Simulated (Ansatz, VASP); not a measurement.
## ZrB2 in VASP and in Ansatz

Contents of INCAR:

```
PREC = Accurate ; ENCUT = 520
EDIFF = 1E-6 ; ISMEAR = 0
SIGMA = 0.15 ; LREAL = F
LASPH = T ; NELM = 100
ALGO = Normal ; ISIF = 2
LWAVE = F ; LCHARG = T
GGA = PS ; LELF = T
LVHAR = T ; NBANDS = 16
```

KPOINTS

```
Automatic mesh
0
Gamma
  15 15 12
```

File POSCAR:

```
ZrB2
1.0
    3.1864000000      0.0000000000      0.0000000000
   -1.5932000000      2.7595033466      0.0000000000
    0.0000000000      0.0000000000      3.5067416443
Zr B
1 2
Direct
    0.0000000000      0.0000000000      0.0000000000
    0.3333333333      0.6666666667      0.5000000000
    0.6666666667      0.3333333333      0.5000000000
```

Input for Ansatz:

```yaml
crystal:
  lattice:
    - [3.1864, 0.0, 0.0]
    - [-1.5932, 2.7595033466, 0.0]
    - [0.0, 0.0, 3.5067416443]
  atoms:
    - { symbol: Zr, position: [0.0, 0.0, 0.0] }
    - { symbol: B, position: [0.3333333333, 0.6666666667, 0.5] }
    - { symbol: B, position: [0.6666666667, 0.3333333333, 0.5] }
basis:
  ecutwfc: 520.0
kpoints:
  mp_grid: { grid: [15, 15, 12] }
hamiltonian:
  xc: pbesol
scf:
  occupations: { method: gaussian, width: 0.15 }
output:
  forces: true
  stress: true
  eigenvalues: true
```

Alike in both runs: task single point; functional PBEsol; k mesh 15 × 15 × 12; occupations gaussian, width 0.15 eV; no spin polarisation.

```csv
,VASP,Ansatz
version,VASP 6.6.1,Ansatz 0.2.0
potentials or method,"VASP PAW PBE potentials, release 64 (Zr_sv, B), cutoff 520 eV","scalar-relativistic, plane waves, PAW"
valence electrons in the cell,18,18
```

```tsv
	VASP	Ansatz	Ansatz less VASP
gap on the k mesh at the Fermi level (eV)	none	none	-
pressure (GPa)	-4.6	-5.0	-0.34
traceless stress, the component that is largest in VASP (GPa)	2.48	2.49	+0.006
```

VASP's potentials were made for PBE, not for PBEsol. A gap of «none» marks a metal or a gap that the smearing closes. With one functional, cell and mesh, what is left measures potentials, basis and numerics.
